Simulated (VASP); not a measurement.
# Ti (P6_3/mmc) in VASP: notebook

Runs on Ti. Level: r2SCAN. Tasks: single point.

Everything below comes from runs of VASP 6.6.1. Logs are shortened: lines on timing, memory, paths and dates and some standing lists are left out, and cuts for length are marked.

## Step 1: The cell of the first run

It takes space group P6_3/mmc (No. 194, hexagonal). The conventional cell has a = 2.906 Å, b = 2.906 Å, c = 4.686 Å, α = 90.00°, β = 90.00°, γ = 120.00°. Within 3.8 Å of Ti (site symmetry -6m2) lie 12 Ti at 2.88 to 2.91 Å.

## Step 2: Single point, r2SCAN (strain -0.0150 x Voigt [1, 1, 0, 0, 0, 0])

Input file POSCAR:

```
Ti
1.0
    2.9057478925      0.0000000000      0.0000000000
   -1.4528739462      2.5164514919      0.0000000000
    0.0000000000      0.0000000000      4.6860000000
Ti
2
Direct
    0.3333333333      0.6666666667      0.2500000000
    0.6666666667      0.3333333333      0.7500000000
```

Input file INCAR.step1:

```
PREC = Accurate
ENCUT = 520
ISMEAR = 0
SIGMA = 0.15
LREAL = F
LASPH = T
NELM = 60
NBANDS = 19
GGA = PE
ALGO = Normal
EDIFF = 1E-4
LWAVE = T
LCHARG = F
```

Input file INCAR.step2:

```
PREC = Accurate
ENCUT = 520
EDIFF = 1E-6
ISMEAR = 0
SIGMA = 0.15
LREAL = F
LASPH = T
NELM = 60
ALGO = Normal
ISIF = 2
LWAVE = F
LCHARG = F
METAGGA = R2SCAN
LMIXTAU = T
NBANDS = 19
ISTART = 1
```

Input file KPOINTS:

```
Automatic mesh
0
Gamma
  18 18 10
```

Potentials or basis: VASP PAW PBE potentials, release 64 (Ti_sv).

Run with:

```bash
> cat potpaw_PBE.64/Ti_sv/POTCAR > POTCAR
> cp INCAR.step1 INCAR
> mpirun -np 1 vasp_std > vasp.out
> cp INCAR.step2 INCAR
> mpirun -np 1 vasp_std > vasp.out
```

OUTCAR:

```text
PREC = Accurate
   ENCUT = 520
   EDIFF = 1E-6
   ISMEAR = 0
   LREAL = F
   LASPH = T
   NELM = 60
   ISIF = 2
   METAGGA = R2SCAN
   ISTART = 1

 ion  position               nearest neighbor table
   1  0.333  0.667  0.250-   2 2.88   2 2.88   2 2.88   2 2.88   2 2.88   2 2.88
   2  0.667  0.333  0.750-   1 2.88   1 2.88   1 2.88   1 2.88   1 2.88   1 2.88

  LATTYP: Found a hexagonal cell.
 ALAT       =     2.9057478925
 C/A-ratio  =     1.6126657141

  Lattice vectors:

 A1 = (   2.9057478925,   0.0000000000,   0.0000000000)
 A2 = (  -1.4528739462,   2.5164514919,   0.0000000000)
 A3 = (   0.0000000000,   0.0000000000,   4.6860000000)

Analysis of symmetry for initial positions (statically):
=====================================================================
 Subroutine PRICEL returns:
 Original cell was already a primitive cell.

 Routine SETGRP: Setting up the symmetry group for a
 hexagonal supercell.

 Subroutine GETGRP returns: Found 24 space group operations
 (whereof 12 operations were pure point group operations)
 out of a pool of 24 trial point group operations.

The static configuration has the point symmetry D_3d.
 The point group associated with its full space group is D_6h.

Analysis of symmetry for dynamics (positions and initial velocities):
=====================================================================
 Subroutine PRICEL returns:
 Original cell was already a primitive cell.

 Routine SETGRP: Setting up the symmetry group for a
 hexagonal supercell.

 Subroutine GETGRP returns: Found 24 space group operations
 (whereof 12 operations were pure point group operations)
 out of a pool of 24 trial point group operations.

The dynamic configuration has the point symmetry D_3d.
 The point group associated with its full space group is D_6h.

 Subroutine INISYM returns: Found 24 space group operations
 (whereof 12 operations are pure point group operations),
 and found     1 'primitive' translations

----------------------------------------------------------------------------------------

                                     Primitive cell

  volume of cell :      34.2648

  direct lattice vectors                    reciprocal lattice vectors
     2.905747892  0.000000000  0.000000000     0.344145479  0.198692485  0.000000000
    -1.452873946  2.516451492  0.000000000     0.000000000  0.397384970  0.000000000
     0.000000000  0.000000000  4.686000000     0.000000000  0.000000000  0.213401622

  length of vectors
     2.905747892  2.905747892  4.686000000     0.397384970  0.397384970  0.213401622

  position of ions in fractional coordinates (direct lattice)
     0.333333333  0.666666667  0.250000000
     0.666666667  0.333333333  0.750000000

  ion indices of the primitive-cell ions
   primitive index   ion index
                 1           1
                 2           2

----------------------------------------------------------------------------------------

 KPOINTS: Automatic mesh

Automatic generation of k-mesh.
 Grid dimensions read from file:
 generate k-points for:   18   18   10

 Generating k-lattice:

  Cartesian coordinates                     Fractional coordinates (reciprocal lattice)
     0.019119193  0.011038471  0.000000000     0.055555556  0.000000000  0.000000000
     0.000000000  0.022076943  0.000000000     0.000000000  0.055555556  0.000000000
     0.000000000  0.000000000  0.021340162     0.000000000  0.000000000  0.100000000

  Length of vectors
     0.022076943  0.022076943  0.021340162

  Shift w.r.t. Gamma in fractional coordinates (k-lattice)
     0.000000000  0.000000000  0.000000000

 Subroutine IBZKPT returns following result:
 ===========================================

 Found    222 irreducible k-points:

 Following reciprocal coordinates:
            Coordinates               Weight
  0.000000  0.000000  0.000000      1.000000
  0.055556 -0.000000  0.000000      6.000000
  0.111111 -0.000000  0.000000      6.000000
  0.166667 -0.000000  0.000000      6.000000
  0.222222 -0.000000  0.000000      6.000000
  0.277778 -0.000000  0.000000      6.000000
[... 16 lines left out ...]
  0.333333  0.111111  0.000000     12.000000
  0.388889  0.111111  0.000000     12.000000
 [... further k-points ...]
   k-points           NKPTS =    222   k-points in BZ     NKDIM =    222   number of bands    NBANDS=     19
   number of dos      NEDOS =    301   number of ions     NIONS =      2
   total plane-waves  NPLWV =  20736
   dimension x,y,z NGX =    24 NGY =   24 NGZ =   36
   dimension x,y,z NGXF=    48 NGYF=   48 NGZF=   72
   ions per type =               2
   NGX,Y,Z   is equivalent  to a cutoff of  13.73, 13.73, 12.77 a.u.
   NGXF,Y,Z  is equivalent  to a cutoff of  27.46, 27.46, 25.54 a.u.
 SYSTEM =  unknown system
   PREC   = accura    normal or accurate (medium, high low for compatibility)
   ISTART =      1    job   : 0-new  1-cont  2-samecut
   ICHARG =      0    charge: 1-file 2-atom 10-const
   ISPIN  =      1    spin polarized calculation?
   LNONCOLLINEAR =      F non collinear calculations
   LSORBIT =      F    spin-orbit coupling
   LASPH  =      T    aspherical Exc in radial PAW
   ENCUT  =  520.0 eV  38.22 Ry    6.18 a.u.   5.40  5.40  8.71*2*pi/ulx,y,z
   NELM   =     60;   NELMIN=  2; NELMDL=  0     # of ELM steps
   EDIFF  = 0.1E-05   stopping-criterion for ELM
   LREAL  =      F    real-space projection
   EDIFFG = 0.1E-04   stopping-criterion for IOM
   NSW    =      0    number of steps for IOM
   IBRION =     -1    ionic relax: 0-MD 1-quasi-New 2-CG
   NFREE  =      0    steps in history (QN), initial steepest desc. (CG)
   ISIF   =      2    stress and relaxation
   ISYM   =      2    0-nonsym 1-usesym 2-fastsym
   POTIM  = 0.5000    time-step for ionic-motion
   TEBEG  =    0.0;   TEEND  =   0.0 temperature during run
   PSTRESS=    0.0 pullay stress
   NELECT =      24.0000    total number of electrons
   NUPDOWN=      -1.0000    fix difference up-down
   EMIN   =  10.00;   EMAX   =-10.00  energy-range for DOS
   EFERMI =   0.00;   METHOD = LEGACY
   ISMEAR =     0;   SIGMA  =   0.15  broadening in eV -4-tet -1-fermi 0-gaus
   EFERMI_NEDOS =   21; number of points for ismear=-14 and -15
   IALGO  =     38    algorithm
   IMIX   =      4    mixing-type and parameters
     AMIX     =   0.40;   BMIX     =  1.00
     AMIX_MAG =   1.60;   BMIX_MAG =  1.00
  volume/ion in A,a.u.               =      17.13       115.62
  Fermi-wavevector in a.u.,A,eV,Ry     =   1.453881  2.747437 28.759603  2.113771
  Thomas-Fermi vector in A             =   2.571097
   LORBIT       =      0    0 simple, 1 ext, 2 COOP (PROOUT), +10 PAW based schemes
   METAGGA = R2SCAN    functional components
   LHFCALC =     F    Hartree Fock is set to
   AEXX    =    0.0000 exact exchange contribution
   IVDW    =     0    specifies the selected vdW correction
   LEPSILON=     F    determine dielectric tensor
   LRPA    =     F    only Hartree local field effects (RPA)
 non-spin polarized calculation
 Gauss-broadening in eV      SIGMA  =   0.15
  energy-cutoff  :      520.00
  volume of cell :       34.26
 maximum number of plane-waves:       966
 NGX is ok and might be reduce to    24
   NGX = 11   NGY = 11   NGZ = 17

 number of electron      23.9999994 magnetization

 Free energy of the ion-electron system (eV)
  ---------------------------------------------------
  ext. energy  EPLUGINS =         0.00000000
  ---------------------------------------------------
  free energy    TOTEN  =       -25.90466423 eV

  energy without entropy =      -25.88533999  energy(sigma->0) =      -25.89500211

 E-fermi :   8.5383     XC(G=0): -12.4669

 val. band max:        8.5363556746   @ k =   0.2222   0.2222   0.5000
 cond. band min:       8.5402070609   @ k =   0.1667  -0.0000   0.4000
 fundamental gap:      0.0038513863
 Fermi energy:         8.5382816595

 k-point     1 :       0.0000    0.0000    0.0000
  band No.  band energies     occupation
      1     -50.6613      2.00000
      2     -50.5194      2.00000
      3     -26.2232      2.00000
      4     -25.5295      2.00000
      5     -25.5295      2.00000
      6     -25.4802      2.00000
[... 11 lines left out ...]
     18      10.4932      0.00000
     19      11.9957      0.00000

 k-point     2 :       0.0556   -0.0000    0.0000
  band No.  band energies     occupation
      1     -50.6579      2.00000
      2     -50.5178      2.00000
      3     -26.2158      2.00000
      4     -25.5457      2.00000
      5     -25.5347      2.00000
      6     -25.4829      2.00000
[... 11 lines left out ...]
     18      10.4394      0.00000
     19      12.0234      0.00000

 k-point     3 :       0.1111   -0.0000    0.0000
  band No.  band energies     occupation
      1     -50.6477      2.00000
      2     -50.5132      2.00000
      3     -26.1939      2.00000
      4     -25.5925      2.00000
      5     -25.5495      2.00000
      6     -25.4970      2.00000
[... 11 lines left out ...]
     18      10.2960      0.00000
     19      12.0919      0.00000

 k-point     4 :       0.1667   -0.0000    0.0000
  band No.  band energies     occupation
      1     -50.6318      2.00000
      2     -50.5066      2.00000
      3     -26.1591      2.00000
      4     -25.6646      2.00000
      5     -25.5716      2.00000
      6     -25.5691      2.00000
[... 11 lines left out ...]
     18      10.4588      0.00000
     19      12.1736      0.00000

 k-point     5 :       0.2222   -0.0000    0.0000
  band No.  band energies     occupation
      1     -50.6118      2.00000
      2     -50.4989      2.00000
      3     -26.1136      2.00000
      4     -25.7538      2.00000
      5     -25.6554      2.00000
      6     -25.5979      2.00000
[... 11 lines left out ...]
     18      10.8145      0.00000
     19      12.2487      0.00000
[... 334 lines left out ...]
      2     -50.4895      2.00000
      3     -26.0435      2.00000
      4     -25.8462      2.00000
      5     -25.7835      2.00000
      6     -25.6284      2.00000
[... 11 lines left out ...]
     18      11.5690      0.00000
     19      12.2403      0.00000

 k-point    22 :       0.2778    0.1111    0.0000
  band No.  band energies     occupation
      1     -50.5612      2.00000
      2     -50.4845      2.00000
      3     -25.9886      2.00000
      4     -25.9295      2.00000
      5     -25.8425      2.00000
      6     -25.6664      2.00000
[... 11 lines left out ...]
     18      12.0676      0.00000
     19      12.2648      0.00000

 k-point    23 :       0.3333    0.1111    0.0000
  band No.  band energies     occupation
      1     -50.5423      2.00000
      2     -50.4821      2.00000
      3     -25.9973      2.00000
      4     -25.9355      2.00000
      5     -25.8900      2.00000
      6     -25.6971      2.00000
[... 11 lines left out ...]
     18      12.2802      0.00000
     19      12.5752      0.00000

 k-point    24 :       0.3889    0.1111    0.0000
  band No.  band energies     occupation
      1     -50.5283      2.00000
      2     -50.4820      2.00000
      3     -26.0414      2.00000
      4     -25.9209      2.00000
      5     -25.8928      2.00000
      6     -25.7169      2.00000
[... 11 lines left out ...]
     18      12.2882      0.00000
     19      13.0725      0.00000

 [... further k-points ...]
[... 5 lines left out ...]
  --------------------------------------------------------------------------------------
  -------------------------------------------------------------------------------------
  Total        0.5301820      0.5301820     -0.0200990      0.0000000     -0.0000000      0.0000000
  in kB       24.7905869     24.7905869     -0.9398027      0.0000000     -0.0000000      0.0000000
  external PRESSURE =      16.2137904 kB  Pullay stress =       0.0000000 kB

 VOLUME and BASIS-vectors are now :
 -----------------------------------------------------------------------------
  energy-cutoff  :      520.00
  volume of cell :       34.26
      direct lattice vectors                 reciprocal lattice vectors
     2.905747892  0.000000000  0.000000000     0.344145479  0.198692485  0.000000000
    -1.452873946  2.516451492  0.000000000     0.000000000  0.397384970  0.000000000
     0.000000000  0.000000000  4.686000000     0.000000000  0.000000000  0.213401622

 POSITION                                       TOTAL-FORCE (eV/Angst)
 -----------------------------------------------------------------------------------
     -0.00000      1.67763      1.17150         0.000000     -0.000000      0.000000
      1.45287      0.83882      3.51450        -0.000000      0.000000      0.000000
 -----------------------------------------------------------------------------------
    total drift:                               -0.000000      0.000000     -0.000000

  FREE ENERGIE OF THE ION-ELECTRON SYSTEM (eV)
  ---------------------------------------------------
  free  energy   TOTEN  =       -25.9046642286 eV

  energy  without entropy=      -25.8853399891  energy(sigma->0) =      -25.89500211
```

It took 5.3 min on 1 thread of AMD EPYC 9R45 (Zen 5), shared host; peak memory 0.22 GiB.

Results:

| Quantity | Value |
| --- | --- |
| Free energy | -25.9047 eV |
| Pressure | 1.6 GPa |
| Band gap on the k mesh | zero (bands 12 and 13 overlap by 1.24 eV) |

Levels at points of the mesh, in eV from the Fermi level:
| k point | band 9 | band 10 | band 11 | band 12 | band 13 | band 14 | band 15 | band 16 |
| --- | --- | --- | --- | --- | --- | --- | --- | --- |
| (0.00, 0.00, 0.00) | -6.64 | -2.90 | 0.43 | 0.87 | 0.90 | 0.90 | 1.41 | 1.41 |
| (0.50, 0.00, 0.00) | -2.51 | -2.31 | -1.99 | -0.75 | 0.64 | 0.72 | 1.22 | 3.67 |
| (0.00, 0.00, 0.50) | -4.73 | -4.73 | -0.01 | -0.01 | 0.85 | 0.85 | 0.85 | 0.85 |
| (0.50, 0.00, 0.50) | -2.71 | -2.71 | -0.92 | -0.92 | 1.31 | 1.31 | 2.00 | 2.00 |

Caveat: the cell differs from its parent crystal (strain -0.0150 x Voigt [1, 1, 0, 0, 0, 0]); the PAW data sets were made with another functional, which shifts forces and pressure a little.

## Step 3: Single point, r2SCAN (strain +0.0150 x Voigt [1, 1, 0, 0, 0, 0])

Input file POSCAR:

```
Ti
1.0
    2.9942478283      0.0000000000      0.0000000000
   -1.4971239141      2.5930946845      0.0000000000
    0.0000000000      0.0000000000      4.6860000000
Ti
2
Direct
    0.3333333333      0.6666666667      0.2500000000
    0.6666666667      0.3333333333      0.7500000000
```

Input file INCAR.step1:

```
  PREC = Accurate
  ENCUT = 520
  ISMEAR = 0
  SIGMA = 0.15
  LREAL = F
  LASPH = T
  NELM = 60
  NBANDS = 19
  GGA = PE
  ALGO = Normal
  EDIFF = 1E-4
  LWAVE = T
  LCHARG = F
```

Input file INCAR.step2:

```
  PREC = Accurate
  ENCUT = 520
  EDIFF = 1E-7
  ISMEAR = 0
  SIGMA = 0.15
  LREAL = F
  LASPH = T
  NELM = 60
  ALGO = Normal
  ISIF = 2
  LWAVE = F
  LCHARG = T
  METAGGA = R2SCAN
  LMIXTAU = T
  LELF = T
  LVHAR = T
  NBANDS = 19
  ISTART = 1
```

KPOINTS is that of step 2.

Potentials or basis: VASP PAW PBE potentials, release 64 (Ti_sv).

Run with:

```bash
> cat potpaw_PBE.64/Ti_sv/POTCAR > POTCAR
> cp INCAR.step1 INCAR
> mpirun -np 1 vasp_std > vasp.out
> cp INCAR.step2 INCAR
> mpirun -np 1 vasp_std > vasp.out
```

Wall time 6.7 min (1 thread of AMD EPYC 9R45 (Zen 5), shared host); peak memory 0.22 GiB.

Results (log left out):

```
Free energy            : -25.8842 eV
Pressure               : -5.0 GPa
Band gap on the k mesh : zero (bands 12 and 13 overlap by 1.19 eV)
```

Stress tensor (GPa, compression positive):
```
-5.41  0.00  0.00
 0.00 -5.41  0.00
 0.00  0.00 -4.29
```

Levels at points of the mesh, in eV from the Fermi level:
```
           k point  band 9  band 10  band 11  band 12  band 13  band 14  band 15  band 16
(0.00, 0.00, 0.00)   -6.52    -2.75     0.55     0.82     0.82     1.00     1.33     1.33
(0.50, 0.00, 0.00)   -2.48    -2.16    -1.81    -0.93     0.54     0.69     1.24     3.30
(0.00, 0.00, 0.50)   -4.61    -4.61     0.11     0.11     0.72     0.72     0.72     0.72
(0.50, 0.00, 0.50)   -2.56    -2.56    -0.81    -0.81     1.11     1.11     1.78     1.78
```

Caveat: the cell differs from its parent crystal (strain +0.0150 x Voigt [1, 1, 0, 0, 0, 0]); the cell stands under tension; the PAW data sets were made with another functional, which shifts forces and pressure a little.

## Step 4: Single point, r2SCAN (strain +0.0450 x Voigt [1, 1, 0, 0, 0, 0])

Input file POSCAR:

```
Ti
1.0
    3.0827477641      0.0000000000      0.0000000000
   -1.5413738821      2.6697378772      0.0000000000
    0.0000000000      0.0000000000      4.6860000000
Ti
2
Direct
    0.3333333333      0.6666666667      0.2500000000
    0.6666666667      0.3333333333      0.7500000000
```

Input file INCAR.step1:

```
SYSTEM = Ti
  PREC = Accurate
  ENCUT = 520
  ISMEAR = 0
  SIGMA = 0.15
  LREAL = .FALSE.
  LASPH = .TRUE.
  NELM = 80
  NBANDS = 19
  GGA = PE
  ALGO = Normal
  EDIFF = 1E-4
  LWAVE = .TRUE.
  LCHARG = .FALSE.
```

Input file INCAR.step2:

```
SYSTEM = Ti
  PREC = Accurate
  ENCUT = 520
  EDIFF = 1E-7
  ISMEAR = 0
  SIGMA = 0.15
  LREAL = .FALSE.
  LASPH = .TRUE.
  NELM = 80
  ALGO = Normal
  ISIF = 2
  LWAVE = .FALSE.
  LCHARG = .FALSE.
  METAGGA = R2SCAN
  LMIXTAU = .TRUE.
  NBANDS = 19
  ISTART = 1
```

Input file KPOINTS:

```
regular mesh
0
G
  18 18 10
  0 0 0
```

Run with:

```bash
> cat potpaw_PBE.64/Ti_sv/POTCAR > POTCAR
> cp INCAR.step1 INCAR
> mpirun -np 1 vasp_std > vasp.out
> cp INCAR.step2 INCAR
> mpirun -np 1 vasp_std > vasp.out
```

Wall time 6.3 min (1 thread of AMD EPYC 9R45 (Zen 5), shared host); peak memory 0.23 GiB.

The run converged. Its results:

| Property | Result |
| --- | --- |
| Free energy | -25.7684 eV |
| Pressure | -10.2 GPa |
| Band gap on the k mesh | zero (bands 12 and 13 overlap by 1.14 eV) |

Stress tensor (GPa, compression positive):
```
-11.48   0.00   0.00
  0.00 -11.48   0.00
  0.00   0.00  -7.53
```

Levels at points of the mesh, in eV from the Fermi level:
```csv
k point,band 10,band 11,band 12,band 13,band 14,band 15
"(0.00, 0.00, 0.00)",-2.59,0.68,0.74,0.74,1.09,1.25
"(0.50, 0.00, 0.00)",-2.03,-1.64,-1.07,0.39,0.72,1.26
"(0.00, 0.00, 0.50)",-4.48,0.21,0.21,0.60,0.60,0.60
"(0.50, 0.00, 0.50)",-2.42,-0.72,-0.72,0.96,0.96,1.57
```

Caveat: the cell differs from its parent crystal (strain +0.0450 x Voigt [1, 1, 0, 0, 0, 0]); the cell stands under tension; the PAW data sets were made with another functional, which shifts forces and pressure a little.

## Step 5: Overview

```csv
cell,gap on the mesh (eV),pressure (GPa)
"a = 2.906, b = 2.906, c = 4.686 Å, angles 90.0, 90.0, 120.0°, 2 atoms",none,1.6
"a = 2.994, b = 2.994, c = 4.686 Å, angles 90.0, 90.0, 120.0°, 2 atoms",none,-5.0
"a = 3.083, b = 3.083, c = 4.686 Å, angles 90.0, 90.0, 120.0°, 2 atoms",none,-10.2
```

Alike in all rows: task single point; level r2SCAN; potentials or basis VASP PAW PBE potentials, release 64 (Ti_sv); no spin polarisation; k mesh 18 × 18 × 10; cutoff (eV) 520; smearing gaussian 0.15 eV.

Caveats: the PAW data sets were made with another functional, which shifts forces and pressure a little; the cell stands under tension (at least some runs).

Absolute energies hang on the potentials; compare differences alone.
